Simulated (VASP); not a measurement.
# Mg2Si3N (Cmmm) in VASP: a series of runs, part 2 of 3

VASP 6.6.1. Earlier steps stand in the parts before.

### 3 Single point, PBE

This run uses another cell than the first one, of 18.77 Å³/atom, 1.281 times its volume.

INCAR

```
ALGO = Normal
EDIFF = 1E-6
ENCUT = 520
GGA = PE
ISIF = 2
ISMEAR = 0
LASPH = True
LCHARG = False
LREAL = False
LWAVE = False
NBANDS = 20
NELM = 100
PREC = Accurate
SIGMA = 0.1
```

KPOINTS

```
k-points
0
Gamma
  4 4 4
```

POSCAR

```
Mg2Si3N
1.0
    4.6530695427     -3.2968648625      0.0000000000
    4.6530695427      3.2968648625      0.0000000000
    0.0000000000      0.0000000000      3.6699878182
Mg Si N
2 3 1
Direct
    0.5000000000      0.0000000000      0.5000000000
    0.0000000000      0.5000000000      0.5000000000
    0.7446936151      0.2553063849      0.0000000000
    0.2553063849      0.7446936151      0.0000000000
    0.5000000000      0.5000000000      0.5000000000
    0.0000000000      0.0000000000      0.0000000000
```

Potentials or basis: VASP PAW PBE potentials, release 64 (Mg, Si, N).

Run with:

```bash
$ cat potpaw_PBE.64/Mg/POTCAR potpaw_PBE.64/Si/POTCAR potpaw_PBE.64/N/POTCAR > POTCAR
$ mpirun -np 1 vasp_std > vasp.out
```

Run time: 58 s. Hardware: 1 thread of Intel Xeon 8259CL, shared host; peak memory 0.23 GiB.

The run converged. Its results:

```yaml
Free_energy: -26.2141 eV
Pressure: -0.1 GPa
Largest_force: 0.034 eV/Å
```

Forces on the atoms (eV/Å):
```
Mg   0.000  0.000  0.000
Mg   0.000  0.000  0.000
Si   0.000 -0.034  0.000
Si   0.000  0.034  0.000
Si   0.000  0.000  0.000
N    0.000  0.000  0.000
```

Stress tensor (GPa, compression positive):
```
-0.12  0.00  0.00
 0.00  0.18  0.00
 0.00  0.00 -0.24
```

Levels at points of the mesh, in eV from the Fermi level:
| k point | band 8 | band 9 | band 10 | band 11 | band 12 | band 13 | band 14 | band 15 |
| --- | --- | --- | --- | --- | --- | --- | --- | --- |
| (0.00, 0.00, 0.00) | -3.36 | -2.72 | -1.19 | -0.47 | 0.84 | 1.15 | 2.30 | 4.47 |
| (0.50, 0.00, 0.00) | -2.05 | -0.93 | 0.34 | 0.78 | 1.26 | 1.28 | 1.59 | 2.13 |
| (0.50, 0.50, 0.00) | -1.50 | -1.21 | -1.14 | 0.69 | 0.72 | 1.18 | 1.80 | 2.32 |
| (0.00, 0.00, 0.50) | -2.80 | -2.18 | -1.53 | -0.20 | -0.13 | 0.41 | 0.46 | 1.85 |
| (0.50, 0.00, 0.50) | -2.82 | -2.26 | -2.12 | -0.46 | 0.71 | 0.72 | 3.14 | 3.42 |
| (0.50, 0.50, 0.50) | -3.69 | -3.05 | -0.77 | 0.33 | 1.55 | 1.92 | 2.81 | 2.93 |

Caveat: the k points lie up to 0.43 Å⁻¹ apart.

### 4 Single point, PBE

This run uses another cell than the first one, of 18.64 Å³/atom, 1.272 times its volume.

INCAR

```
SYSTEM = Mg2Si3N
PREC = Accurate ; ENCUT = 520
EDIFF = 1E-6 ; ISMEAR = 0
SIGMA = 0.1 ; LREAL = .False.
LASPH = .True. ; NELM = 80
ALGO = Normal ; ISIF = 2
LWAVE = .False. ; LCHARG = .True.
GGA = PE ; LELF = .True.
LVHAR = .True. ; NBANDS = 20
```

KPOINTS

```
Automatic mesh
0
Gamma
  4 4 6
  0 0 0
```

POSCAR

```
Mg2Si3N
1.0
    3.2746602197     -4.6163461122      0.0000000000
    3.2746602197      4.6163461122      0.0000000000
    0.0000000000      0.0000000000      3.6986208727
Mg Si N
2 3 1
Direct
    0.0000000000      0.5000000000      0.5000000000
    0.5000000000      0.0000000000      0.5000000000
    0.7430780059      0.7430780059      0.0000000000
    0.2569219941      0.2569219941      0.0000000000
    0.5000000000      0.5000000000      0.5000000000
    0.0000000000      0.0000000000      0.0000000000
```

Potentials or basis: VASP PAW PBE potentials, release 64 (Mg, Si, N).

Run with:

```bash
$ cat potpaw_PBE.64/Mg/POTCAR potpaw_PBE.64/Si/POTCAR potpaw_PBE.64/N/POTCAR > POTCAR
$ mpirun -np 1 vasp_std > vasp.out
```

OUTCAR:

```text
SYSTEM = Mg2Si3N
   PREC = Accurate
   ENCUT = 520
   EDIFF = 1E-6
   ISMEAR = 0
   LREAL = .False.
   LASPH = .True.
   NELM = 80
   ISIF = 2
   GGA = PE

 ion  position               nearest neighbor table
   1  0.000  0.500  0.500-   5 2.83   5 2.83   3 2.96   3 2.96   4 2.96   4 2.96   2 3.27   2 3.27

   2  0.500  0.000  0.500-   5 2.83   5 2.83   3 2.96   3 2.96   4 2.96   4 2.96   1 3.27   1 3.27

   3  0.743  0.743  0.000-   6 1.68   5 2.44   5 2.44   2 2.96   1 2.96   2 2.96   1 2.96
   4  0.257  0.257  0.000-   6 1.68   5 2.44   5 2.44   2 2.96   1 2.96   2 2.96   1 2.96
   5  0.500  0.500  0.500-   3 2.44   4 2.44   3 2.44   4 2.44   1 2.83   2 2.83   2 2.83   1 2.83

   6  0.000  0.000  0.000-   3 1.68   4 1.68

  LATTYP: Found a base centered orthorhombic cell.
 ALAT       =     6.5493204394
 B/A-ratio  =     1.4097175898
 C/A-ratio  =     0.5647335333

  Lattice vectors:

 A1 = (   3.2746602197,  -4.6163461122,   0.0000000000)
 A2 = (   3.2746602197,   4.6163461122,   0.0000000000)
 A3 = (   0.0000000000,   0.0000000000,   3.6986208727)

Analysis of symmetry for initial positions (statically):
=====================================================================
[... 177 lines left out ...]

  energy without entropy =      -26.22458235  energy(sigma->0) =      -26.22855327

 E-fermi :   4.8786     XC(G=0):  -9.2128

 val. band max:        4.8474508181   @ k =   0.2500   0.2500   0.3333
 cond. band min:       4.9942198820   @ k =   0.2500   0.0000   0.5000
 fundamental gap:      0.1467690638
 Fermi energy:         4.8785597785

 k-point     1 :       0.0000    0.0000    0.0000
  band No.  band energies     occupation
      1     -11.1447      2.00000
      2      -6.1001      2.00000
      3      -4.8448      2.00000
      4       0.1870      2.00000
      5       0.2063      2.00000
      6       1.2935      2.00000
[... 541 lines left out ...]
     19      10.1755      0.00000
     20      10.1856      0.00000

 [... further k-points ...]
[... 5 lines left out ...]
  --------------------------------------------------------------------------------------
  -------------------------------------------------------------------------------------
  Total        0.0197141     -0.2700538      0.1735416     -0.0000000      0.0000000      0.0000000
  in kB        0.2824579     -3.8692467      2.4864497     -0.0000000      0.0000000      0.0000000
  external PRESSURE =      -0.3667797 kB  Pullay stress =       0.0000000 kB

 VOLUME and BASIS-vectors are now :
 -----------------------------------------------------------------------------
  energy-cutoff  :      520.00
  volume of cell :      111.82
      direct lattice vectors                 reciprocal lattice vectors
     3.274660220 -4.616346112  0.000000000     0.152687597 -0.108310770  0.000000000
     3.274660220  4.616346112  0.000000000     0.152687597  0.108310770  0.000000000
     0.000000000  0.000000000  3.698620873     0.000000000  0.000000000  0.270371048

 POSITION                                       TOTAL-FORCE (eV/Angst)
 -----------------------------------------------------------------------------------
      1.63733      2.30817      1.84931         0.000000     -0.000000      0.000000
      1.63733     -2.30817      1.84931         0.000000     -0.000000      0.000000
      4.86666      0.00000      0.00000         0.026341     -0.000000      0.000000
      1.68266      0.00000      0.00000        -0.026341     -0.000000      0.000000
      3.27466      0.00000      1.84931         0.000000      0.000000      0.000000
      0.00000      0.00000      0.00000         0.000000     -0.000000      0.000000
 -----------------------------------------------------------------------------------
    total drift:                               -0.000000     -0.000000     -0.000000

  FREE ENERGIE OF THE ION-ELECTRON SYSTEM (eV)
  ---------------------------------------------------
  free  energy   TOTEN  =       -26.2325241929 eV

  energy  without entropy=      -26.2245823541  energy(sigma->0) =      -26.22855327
```

It took 75 s on 1 thread of Intel Xeon 8259CL, shared host; peak memory 0.24 GiB.

What came out:

```
Free energy   : -26.2325 eV
Pressure      : 0.0 GPa
Largest force : 0.026 eV/Å
```

Forces on the atoms (eV/Å):
```
Mg   0.000  0.000  0.000
Mg   0.000  0.000  0.000
Si   0.026  0.000  0.000
Si  -0.026  0.000  0.000
Si   0.000  0.000  0.000
N    0.000  0.000  0.000
```

Levels at points of the mesh, in eV from the Fermi level:
| k point | band 8 | band 9 | band 10 | band 11 | band 12 | band 13 | band 14 | band 15 |
| --- | --- | --- | --- | --- | --- | --- | --- | --- |
| (0.00, 0.00, 0.00) | -3.28 | -2.64 | -1.34 | -0.50 | 0.75 | 1.11 | 2.36 | 4.39 |
| (0.50, 0.00, 0.00) | -2.22 | -0.89 | 0.24 | 0.87 | 1.36 | 1.38 | 1.58 | 2.04 |
| (0.50, 0.50, 0.00) | -1.43 | -1.36 | -1.03 | 0.54 | 0.59 | 1.35 | 1.92 | 2.42 |
| (0.00, 0.00, 0.50) | -2.75 | -2.21 | -1.48 | -0.21 | -0.08 | 0.43 | 0.50 | 1.87 |
| (0.50, 0.00, 0.50) | -2.85 | -2.29 | -2.10 | -0.45 | 0.77 | 0.78 | 3.23 | 3.46 |
| (0.50, 0.50, 0.50) | -3.74 | -3.01 | -0.78 | 0.41 | 1.63 | 1.92 | 2.88 | 2.97 |

### 5 Relaxation of cell and atoms, PBE

INCAR

```
PREC = Accurate
ENCUT = 600
EDIFF = 1E-7
ISMEAR = 0
SIGMA = 0.1
LREAL = F
LASPH = T
NELM = 80
ALGO = Normal
ISIF = 3
LWAVE = F
LCHARG = F
GGA = PE
IBRION = 2
NSW = 90
EDIFFG = -0.04
```

KPOINTS

```
Automatic mesh
0
Gamma
  4 4 4
```

POSCAR

```
Mg2Si3N
1.0
    2.4548696900     -4.4180069900      0.0000000000
    2.4548696900      4.4180069900      0.0000000000
    0.0000000000      0.0000000000      4.0517806500
Mg Si N
2 3 1
Direct
    0.5000000000      0.0000000000      0.5000000000
    0.0000000000      0.5000000000      0.5000000000
    0.6779564000      0.3220436000      0.0000000000
    0.3220436000      0.6779564000      0.0000000000
    0.5000000000      0.5000000000      0.5000000000
    0.0000000000      0.0000000000      0.0000000000
```

Potentials or basis: VASP PAW PBE potentials, release 64 (Mg, Si, N).

Run with:

```bash
$ cat potpaw_PBE.64/Mg/POTCAR potpaw_PBE.64/Si/POTCAR potpaw_PBE.64/N/POTCAR > POTCAR
$ mpirun -np 1 vasp_std > vasp.out
```

OUTCAR:

```text
PREC = Accurate
   ENCUT = 600
   EDIFF = 1E-7
   ISMEAR = 0
   LREAL = F
   LASPH = T
   NELM = 80
   ISIF = 3
   GGA = PE
   IBRION = 2
   NSW = 90
   EDIFFG = -0.04

 ion  position               nearest neighbor table
   1  0.500  0.000  0.500-   3 2.45   4 2.45   3 2.45   4 2.45   2 2.45   2 2.45   5 2.53   5 2.53

   2  0.000  0.500  0.500-   3 2.45   4 2.45   3 2.45   4 2.45   1 2.45   1 2.45   5 2.53   5 2.53

   3  0.678  0.322  0.000-   1 2.45   2 2.45   1 2.45   2 2.45   5 2.56   5 2.56   4 2.77   4 2.77
                             4 3.14
   4  0.322  0.678  0.000-   1 2.45   2 2.45   1 2.45   2 2.45   5 2.56   5 2.56   3 2.77   3 2.77
                             3 3.14
   5  0.500  0.500  0.500-   1 2.53   2 2.53   1 2.53   2 2.53   3 2.56   4 2.56   3 2.56   4 2.56

   6  0.000  0.000  0.000-

  LATTYP: Found a base centered orthorhombic cell.
 ALAT       =     4.9097393800
 B/A-ratio  =     1.7996910418
 C/A-ratio  =     0.8252537123

  Lattice vectors:

 A1 = (   2.4548696900,  -4.4180069900,   0.0000000000)
 A2 = (   2.4548696900,   4.4180069900,   0.0000000000)
 A3 = (   0.0000000000,   0.0000000000,   4.0517806500)

Analysis of symmetry for initial positions (statically):
=====================================================================
 Subroutine PRICEL returns:
 Original cell was already a primitive cell.

 Routine SETGRP: Setting up the symmetry group for a
 base centered orthorhombic supercell.

 Subroutine GETGRP returns: Found  8 space group operations
[... 306 lines left out ...]
     10       6.9348      2.00000
     11       8.3371      2.00000
     12      10.6274      0.00000
     13      11.7878      0.00000
     14      12.5908      0.00000
[... 326 lines left out ...]
      1      -9.4461      2.00000
      2      -3.0830      2.00000
      3      -2.8601      2.00000
      4      -1.0331      2.00000
      5       1.3618      2.00000
      6       2.8728      2.00000
      7       3.8226      2.00000
      8       4.8993      2.00000
      9       6.8220      2.00000
     10      10.5144      0.00000
     11      11.5549      0.00000
     12      12.0093      0.00000
     13      12.0221      0.00000
     14      12.3821      0.00000

[... ionic steps 4 to 30 ...]

--------------------------------------- Ionic step       31  -------------------------------------------

 number of electron      21.0000001 magnetization

------------------------ aborting loop because EDIFF is reached ----------------------------------------
[... 75 lines left out ...]
--------------------------------------- Ionic step       33  -------------------------------------------

 number of electron      21.0000001 magnetization

 Free energy of the ion-electron system (eV)
  ---------------------------------------------------
  ext. energy  EPLUGINS =         0.00000000
  ---------------------------------------------------
  free energy    TOTEN  =       -25.58717685 eV

  energy without entropy =      -25.57355362  energy(sigma->0) =      -25.58036523

 E-fermi :   5.3633     XC(G=0):  -9.4068

 val. band max:        5.3028480509   @ k =   0.0000   0.0000   0.5000
 cond. band min:       5.4017587224   @ k =   0.2500   0.0000   0.2500
 fundamental gap:      0.0989106715
 Fermi energy:         5.3633350894

 k-point     1 :       0.0000    0.0000    0.0000
  band No.  band energies     occupation
      1     -10.7438      2.00000
      2      -5.5045      2.00000
      3      -4.2302      2.00000
      4       0.7559      2.00000
      5       1.0455      2.00000
      6       1.3073      2.00000
      7       1.7607      2.00000
      8       1.9963      2.00000
      9       3.1566      2.00000
     10       3.4799      2.00000
     11       3.7840      2.00000
     12       5.2673      1.82563
     13       6.7481      0.00000
     14       8.2988      0.00000
[... 371 lines left out ...]
  FREE ENERGIE OF THE ION-ELECTRON SYSTEM (eV)
  ---------------------------------------------------
  free  energy   TOTEN  =       -25.5871768451 eV

  energy  without entropy=      -25.5735536241  energy(sigma->0) =      -25.58036523

 reached required accuracy - stopping structural energy minimisation
```

OSZICAR:

```text
N       E                     dE             d eps       ncg     rms          rms(c)
DAV:   1     0.579134312428E+02    0.57913E+02   -0.88655E+03   588   0.138E+03
DAV:   2    -0.143811001493E+02   -0.72295E+02   -0.70496E+02   750   0.182E+02
DAV:   3    -0.198997912200E+02   -0.55187E+01   -0.50758E+01   804   0.455E+01
[... 389 lines left out ...]
DAV:   3    -0.255871878195E+02    0.12781E-03   -0.47854E-04   714   0.120E-01    0.287E-02
DAV:   4    -0.255871778725E+02    0.99471E-05   -0.48624E-05   764   0.448E-02    0.978E-03
DAV:   5    -0.255871773712E+02    0.50122E-06   -0.16179E-05   840   0.313E-02    0.638E-03
DAV:   6    -0.255871767835E+02    0.58779E-06   -0.55319E-06   798   0.162E-02    0.137E-03
DAV:   7    -0.255871768451E+02   -0.61661E-07   -0.54718E-07   606   0.593E-03
  33 F= -.25587177E+02 E0= -.25580365E+02  d E =-.631245E-03
```

It took 16 min on 1 thread of Intel Xeon 8259CL, shared host; peak memory 0.25 GiB.

Results:

- Free energy: -25.5872 eV
- Relaxed volume: 17.72 Å³/atom
- Relaxed cell: a = 5.218 Å, b = 5.218 Å, c = 3.989 Å, α = 90.00°, β = 90.00°, γ = 78.22°
- Space group after relaxing (to 0.05 Å): Cmmm (No. 65)
- Energy gained by relaxing: 1057.6 meV/atom
- Ionic steps: 33
- Pressure after relaxing: 0.0 GPa
- Largest force after relaxing: 0.013 eV/Å

Forces in eV/Å, atoms in the order of the input:
```
Mg   0.000  0.000  0.000
Mg   0.000  0.000  0.000
Si   0.000  0.013  0.000
Si   0.000 -0.013  0.000
Si   0.000  0.000  0.000
N    0.000  0.000  0.000
```

Step by step:
```tsv
step	energy change (eV)	largest force (eV/Å)	pressure (GPa)	volume (Å³)
1	0.0000	0.7733	17.96	87.89
2	-1.1108	0.1255	-2.15	110.28
3	-1.1198	0.0638	-0.96	107.80
4	-1.3089	0.1692	-0.96	107.51
5	-1.9941	0.7905	-0.73	105.69
6	-3.4009	3.7783	4.74	98.19
7	15.6838	22.7133	139.56	70.49
8	-3.4644	4.3541	6.27	96.81
9	-3.4698	6.1784	13.30	92.09
10	-3.4873	6.2482	13.34	92.13
11	-3.5319	6.4858	13.48	92.26
12	-3.5865	7.0635	13.93	92.46
13	-3.5842	8.0393	15.17	92.66
14	-3.7438	7.7666	14.45	93.16
15	-4.1579	6.8534	12.56	94.63
16	-4.6213	4.4714	10.67	97.46
17	-4.6522	3.2596	10.52	98.53
18	-4.8924	3.0591	8.89	99.39
19	-5.4542	2.6740	4.55	101.95
20	-5.9775	2.3627	-2.00	106.89
21	-6.0216	2.3077	-3.39	108.31
22	-6.0275	2.2866	-3.83	108.81
23	-6.1603	1.7243	-2.61	107.70
24	-6.2925	0.0016	1.07	105.14
25	-6.2927	0.0848	0.89	105.25
26	-6.3081	0.0828	0.64	105.50
27	-6.3356	0.0822	0.01	106.24
28	-6.3316	0.1601	-0.85	107.63
29	-6.3430	0.0731	-0.44	106.91
30	-6.3430	0.0710	-0.41	106.86
31	-6.3447	0.0324	-0.03	106.47
32	-6.3448	0.0673	0.11	106.34
33	-6.3454	0.0135	0.02	106.33
```

Final structure:
```
CELL_PARAMETERS angstrom
4.04870 -3.29174 0.00000
4.04870 3.29174 0.00000
0.00000 0.00000 3.98902
ATOMIC_POSITIONS crystal
Mg 0.50000 0.00000 0.50000
Mg 0.00000 0.50000 0.50000
Si 0.73950 0.26050 0.00000
Si 0.26050 0.73950 0.00000
Si 0.50000 0.50000 0.50000
N 0.00000 0.00000 0.00000
```

Levels at points of the mesh, in eV from the Fermi level:
| k point | band 9 | band 10 | band 11 | band 12 | band 13 | band 14 |
| --- | --- | --- | --- | --- | --- | --- |
| (0.00, 0.00, 0.00) | -2.21 | -1.88 | -1.58 | -0.10 | 1.38 | 2.94 |
| (0.50, 0.00, 0.00) | -1.09 | -0.46 | 0.57 | 1.21 | 1.50 | 2.09 |
| (0.50, 0.50, 0.00) | -2.00 | -0.52 | -0.47 | -0.07 | 1.91 | 2.29 |
| (0.00, 0.00, 0.50) | -2.46 | -1.99 | -0.06 | 0.21 | 0.27 | 1.24 |
| (0.50, 0.00, 0.50) | -2.51 | -2.06 | -0.21 | 0.23 | 0.83 | 3.64 |
| (0.50, 0.50, 0.50) | -3.17 | -0.51 | 0.95 | 1.45 | 1.66 | 3.54 |

Caveat: the k points lie up to 0.39 Å⁻¹ apart in the final cell; the volume moved by over 15 % at a fixed basis, so the end points are rough.

(Continued in part 3 of 3.)
